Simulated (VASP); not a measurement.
# MnO2 (Pnnm) in VASP: single point with PBE

Aim: the single point of MnO2 with PBE.

Program: VASP 6.6.1. These are calculated values, not measurements. Logs are shortened: lines on timing, memory, paths and dates and some standing lists are left out, and cuts for length are marked.

### 1 The cell of the first run

The structure is orthorhombic, space group Pnnm (No. 58). Conventional cell: a = 4.366 Å, b = 4.519 Å, c = 2.874 Å, α = 90.00°, β = 90.00°, γ = 90.00°. Mn (site symmetry 2/m) has 6 O at 1.89 to 1.93 Å within 2.5 Å. O (site symmetry m) has 3 Mn at 1.89 to 1.93 Å and 1 O at 2.46 Å within 2.5 Å.

### 2 Single point, PBE, collinear spin, ferromagnetic start

Input file INCAR:

```
  PREC = Accurate
  ENCUT = 520
  EDIFF = 1E-6
  ISMEAR = 0
  SIGMA = 0.01
  LREAL = False
  LASPH = True
  NELM = 150
  ALGO = Normal
  ISIF = 2
  LWAVE = False
  LCHARG = False
  ISPIN = 2
  MAGMOM = 4 4 0 0 0 0
  LORBIT = 11
  LMAXMIX = 4
  GGA = PE
  NBANDS = 38
```

Input file KPOINTS:

```
Automatic mesh
0
Gamma
  8 8 12
```

Input file POSCAR:

```
MnO2
1.0
    4.3660603969      0.0000000000      0.0000000000
    0.0000000000      4.5188684733      0.0000000000
    0.0000000000      0.0000000000      2.8740313864
Mn O
2 4
Direct
    0.0000000000      0.0000000000      0.0000000000
    0.5000000000      0.5000000000      0.5000000000
    0.7832815991      0.1735625303      0.5000000000
    0.7167184009      0.6735625303      0.0000000000
    0.2832815991      0.3264374697      0.0000000000
    0.2167184009      0.8264374697      0.5000000000
```

Potentials or basis: VASP PAW PBE potentials, release 64 (Mn_pv, O).

Command:

```bash
$ cat potpaw_PBE.64/Mn_pv/POTCAR potpaw_PBE.64/O/POTCAR > POTCAR
$ mpirun -np 1 vasp_std > vasp.out
```

OUTCAR:

```text
PREC = Accurate
   ENCUT = 520
   EDIFF = 1E-6
   ISMEAR = 0
   LREAL = False
   LASPH = True
   NELM = 150
   ISIF = 2
   ISPIN = 2
   LORBIT = 11
   GGA = PE

 ion  position               nearest neighbor table
   1  0.000  0.000  0.000-   3 1.89   6 1.89   3 1.89   6 1.89   5 1.93   4 1.93
   2  0.500  0.500  0.500-   4 1.89   5 1.89   4 1.89   5 1.89   3 1.93   6 1.93
   3  0.783  0.174  0.500-   1 1.89   1 1.89   2 1.93
   4  0.717  0.674  0.000-   2 1.89   2 1.89   1 1.93
   5  0.283  0.326  0.000-   2 1.89   2 1.89   1 1.93
   6  0.217  0.826  0.500-   1 1.89   1 1.89   2 1.93

  LATTYP: Found a simple orthorhombic cell.
 ALAT       =     2.8740313864
 B/A-ratio  =     1.5191415158
 C/A-ratio  =     1.5723100641

  Lattice vectors:

 A1 = (   0.0000000000,   0.0000000000,   2.8740313864)
 A2 = (   4.3660603969,   0.0000000000,   0.0000000000)
 A3 = (   0.0000000000,   4.5188684733,   0.0000000000)

Analysis of symmetry for initial positions (statically):
=====================================================================
 Subroutine PRICEL returns:
 Original cell was already a primitive cell.

 Routine SETGRP: Setting up the symmetry group for a
 simple orthorhombic supercell.

 Subroutine GETGRP returns: Found  8 space group operations
 (whereof  4 operations were pure point group operations)
 out of a pool of  8 trial point group operations.

The static configuration has the point symmetry C_2h.
 The point group associated with its full space group is D_2h.

Analysis of symmetry for dynamics (positions and initial velocities):
=====================================================================
 Subroutine PRICEL returns:
 Original cell was already a primitive cell.

 Routine SETGRP: Setting up the symmetry group for a
 simple orthorhombic supercell.

 Subroutine GETGRP returns: Found  8 space group operations
 (whereof  4 operations were pure point group operations)
 out of a pool of  8 trial point group operations.

The dynamic configuration has the point symmetry C_2h.
 The point group associated with its full space group is D_2h.

Analysis of structural, dynamic, and magnetic symmetry:
=====================================================================
 Subroutine PRICEL returns:
 Original cell was already a primitive cell.

 Routine SETGRP: Setting up the symmetry group for a
 simple orthorhombic supercell.

 Subroutine GETGRP returns: Found  8 space group operations
 (whereof  4 operations were pure point group operations)
 out of a pool of  8 trial point group operations.

The overall configuration has the point symmetry C_2h.
 The point group associated with its full space group is D_2h.

 Subroutine INISYM returns: Found  8 space group operations
 (whereof  4 operations are pure point group operations),
 and found     1 'primitive' translations

----------------------------------------------------------------------------------------

                                     Primitive cell

  volume of cell :      56.7036

  direct lattice vectors                    reciprocal lattice vectors
     4.366060397  0.000000000  0.000000000     0.229039434  0.000000000  0.000000000
     0.000000000  4.518868473  0.000000000     0.000000000  0.221294336  0.000000000
     0.000000000  0.000000000  2.874031386     0.000000000  0.000000000  0.347943312

  length of vectors
     4.366060397  4.518868473  2.874031386     0.229039434  0.221294336  0.347943312

  position of ions in fractional coordinates (direct lattice)
     0.000000000  0.000000000  0.000000000
     0.500000000  0.500000000  0.500000000
     0.783281599  0.173562530  0.500000000
     0.716718401  0.673562530  0.000000000
     0.283281599  0.326437470  0.000000000
     0.216718401  0.826437470  0.500000000

  ion indices of the primitive-cell ions
   primitive index   ion index
                 1           1
                 2           2
                 3           3
                 4           4
                 5           5
                 6           6

----------------------------------------------------------------------------------------

[... 48 lines left out ...]
  0.250000  0.500000  0.000000      2.000000
  0.375000  0.500000  0.000000      2.000000
 [... further k-points ...]
   k-points           NKPTS =    175   k-points in BZ     NKDIM =    175   number of bands    NBANDS=     38
   number of dos      NEDOS =    301   number of ions     NIONS =      6
   total plane-waves  NPLWV =  27648
   dimension x,y,z NGX =    32 NGY =   36 NGZ =   24
   dimension x,y,z NGXF=    64 NGYF=   72 NGZF=   48
   ions per type =               2   4
   NGX,Y,Z   is equivalent  to a cutoff of  12.18, 13.24, 13.88 a.u.
   NGXF,Y,Z  is equivalent  to a cutoff of  24.37, 26.49, 27.77 a.u.
 SYSTEM =  unknown system
   PREC   = accura    normal or accurate (medium, high low for compatibility)
   ISTART =      0    job   : 0-new  1-cont  2-samecut
   ICHARG =      2    charge: 1-file 2-atom 10-const
   ISPIN  =      2    spin polarized calculation?
   LNONCOLLINEAR =      F non collinear calculations
   LSORBIT =      F    spin-orbit coupling
   LASPH  =      T    aspherical Exc in radial PAW
   ENCUT  =  520.0 eV  38.22 Ry    6.18 a.u.   8.12  8.40  5.34*2*pi/ulx,y,z
   NELM   =    150;   NELMIN=  2; NELMDL= -5     # of ELM steps
   EDIFF  = 0.1E-05   stopping-criterion for ELM
   LREAL  =      F    real-space projection
   EDIFFG = 0.1E-04   stopping-criterion for IOM
   NSW    =      0    number of steps for IOM
   IBRION =     -1    ionic relax: 0-MD 1-quasi-New 2-CG
   NFREE  =      0    steps in history (QN), initial steepest desc. (CG)
   ISIF   =      2    stress and relaxation
   ISYM   =      2    0-nonsym 1-usesym 2-fastsym
   POTIM  = 0.5000    time-step for ionic-motion
   TEBEG  =    0.0;   TEEND  =   0.0 temperature during run
   PSTRESS=    0.0 pullay stress
   NELECT =      50.0000    total number of electrons
   NUPDOWN=      -1.0000    fix difference up-down
   EMIN   =  10.00;   EMAX   =-10.00  energy-range for DOS
   EFERMI =   0.00;   METHOD = LEGACY
   ISMEAR =     0;   SIGMA  =   0.01  broadening in eV -4-tet -1-fermi 0-gaus
   EFERMI_NEDOS =   21; number of points for ismear=-14 and -15
   IALGO  =     38    algorithm
   IMIX   =      4    mixing-type and parameters
     AMIX     =   0.40;   BMIX     =  1.00
     AMIX_MAG =   1.60;   BMIX_MAG =  1.00
  volume/ion in A,a.u.               =       9.45        63.78
  Fermi-wavevector in a.u.,A,eV,Ry     =   1.569861  2.966607 33.531060  2.464463
  Thomas-Fermi vector in A             =   2.671680
   LORBIT       =     11    0 simple, 1 ext, 2 COOP (PROOUT), +10 PAW based schemes
   GGA     = PE    functional components
   LHFCALC =     F    Hartree Fock is set to
   AEXX    =    0.0000 exact exchange contribution
   IVDW    =     0    specifies the selected vdW correction
   LEPSILON=     F    determine dielectric tensor
   LRPA    =     F    only Hartree local field effects (RPA)
 spin polarized calculation
 Gauss-broadening in eV      SIGMA  =   0.01
  energy-cutoff  :      520.00
  volume of cell :       56.70
 maximum number of plane-waves:      1550
   NGX = 17   NGY = 17   NGZ = 11

 number of electron      50.0000035 magnetization       5.9986347

 Free energy of the ion-electron system (eV)
  ---------------------------------------------------
  ext. energy  EPLUGINS =         0.00000000
  ---------------------------------------------------
  free energy    TOTEN  =       -47.73437180 eV

  energy without entropy =      -47.73437180  energy(sigma->0) =      -47.73437180

 E-fermi :   5.1283     XC(G=0): -11.9111

 val. band max:        5.0881218179   @ k =   0.5000   0.5000   0.0000
 cond. band min:       5.2082765619   @ k =   0.0000   0.0000   0.0000
 fundamental gap:      0.1201547440
 Fermi energy:         5.1282873468

 spin component 1

 k-point     1 :       0.0000    0.0000    0.0000
  band No.  band energies     occupation
      1     -45.5866      1.00000
      2     -45.5800      1.00000
      3     -45.5358      1.00000
      4     -45.5259      1.00000
      5     -45.4499      1.00000
      6     -45.4414      1.00000
[... 949 lines left out ...]
     36      17.4085      0.00000
     37      20.2143      0.00000

 [... further k-points ...]

 spin component 2

 k-point     1 :       0.0000    0.0000    0.0000
  band No.  band energies     occupation
      1     -42.5778      1.00000
      2     -42.5696      1.00000
      3     -42.5305      1.00000
      4     -42.5145      1.00000
      5     -42.4308      1.00000
      6     -42.4166      1.00000
[... 949 lines left out ...]
     36      18.0388      0.00000
     37      20.4829      0.00000

 [... further k-points ...]

 [bands above 37 left out]

------------------------ aborting loop because EDIFF is reached ----------------------------------------

  FORCE on cell =-STRESS in cart. coord.  units (eV):
  Direction    XX          YY          ZZ          XY          YZ          ZX
  --------------------------------------------------------------------------------------
  -------------------------------------------------------------------------------------
  Total        0.2191397      0.2343257      0.3527001      0.0000000      0.0000000      0.0000000
  in kB        6.1918528      6.6209396      9.9656419      0.0000000      0.0000000      0.0000000
  external PRESSURE =       7.5928115 kB  Pullay stress =       0.0000000 kB

 VOLUME and BASIS-vectors are now :
 -----------------------------------------------------------------------------
  energy-cutoff  :      520.00
  volume of cell :       56.70
      direct lattice vectors                 reciprocal lattice vectors
     4.366060397  0.000000000  0.000000000     0.229039434  0.000000000  0.000000000
     0.000000000  4.518868473  0.000000000     0.000000000  0.221294336  0.000000000
     0.000000000  0.000000000  2.874031386     0.000000000  0.000000000  0.347943312

 POSITION                                       TOTAL-FORCE (eV/Angst)
 -----------------------------------------------------------------------------------
      0.00000      0.00000      0.00000         0.000000      0.000000      0.000000
      2.18303      2.25943      1.43702         0.000000      0.000000      0.000000
      3.41985      0.78431      1.43702        -0.030690      0.015348      0.000000
      3.12924      3.04374      0.00000         0.030690      0.015348      0.000000
      1.23682      1.47513      0.00000        -0.030690     -0.015348     -0.000000
      0.94621      3.73456      1.43702         0.030690     -0.015348      0.000000
 -----------------------------------------------------------------------------------
    total drift:                               -0.000000     -0.000000      0.000000

  FREE ENERGIE OF THE ION-ELECTRON SYSTEM (eV)
  ---------------------------------------------------
  free  energy   TOTEN  =       -47.7343718048 eV

  energy  without entropy=      -47.7343718048  energy(sigma->0) =      -47.73437180

 total charge

# of ion       s       p       d       tot
------------------------------------------
    1        0.343   6.446   4.876  11.665
    2        0.343   6.446   4.876  11.665
    3        1.570   3.448   0.000   5.018
    4        1.570   3.448   0.000   5.018
    5        1.570   3.448   0.000   5.018
    6        1.570   3.448   0.000   5.018
--------------------------------------------------
tot          6.966  26.684   9.751  43.401

 magnetization (x)

# of ion       s       p       d       tot
------------------------------------------
    1        0.018   0.029   2.682   2.729
    2        0.018   0.029   2.682   2.729
    3        0.002   0.081   0.000   0.083
    4        0.002   0.081   0.000   0.083
    5        0.002   0.081   0.000   0.083
    6        0.002   0.081   0.000   0.083
--------------------------------------------------
tot          0.043   0.381   5.364   5.789
```

Run time: 19 min. Hardware: 1 thread of Oxide Virtual Turin-like, shared host; peak memory 0.53 GiB.

Results:

```
Free energy                                           : -47.7344 eV
Pressure                                              : 0.8 GPa
Largest force                                         : 0.034 eV/Å
Band gap on the k mesh                                : 0.12 eV (least direct gap 0.26 eV)
Net moment                                            : 6.00 μB per cell
Site moments                                          : Mn +2.73; O +0.08 μB
Valence electrons inside the program's atomic spheres : Mn 11.66; O 5.02
```

Forces on the atoms (eV/Å):
```
Mn   0.000  0.000  0.000
Mn   0.000  0.000  0.000
O   -0.031  0.015  0.000
O    0.031  0.015  0.000
O   -0.031 -0.015  0.000
O    0.031 -0.015  0.000
```

Caveat: only a ferromagnetic start was run, and an antiferromagnetic order may lie lower in energy. A k mesh can miss the band edges.
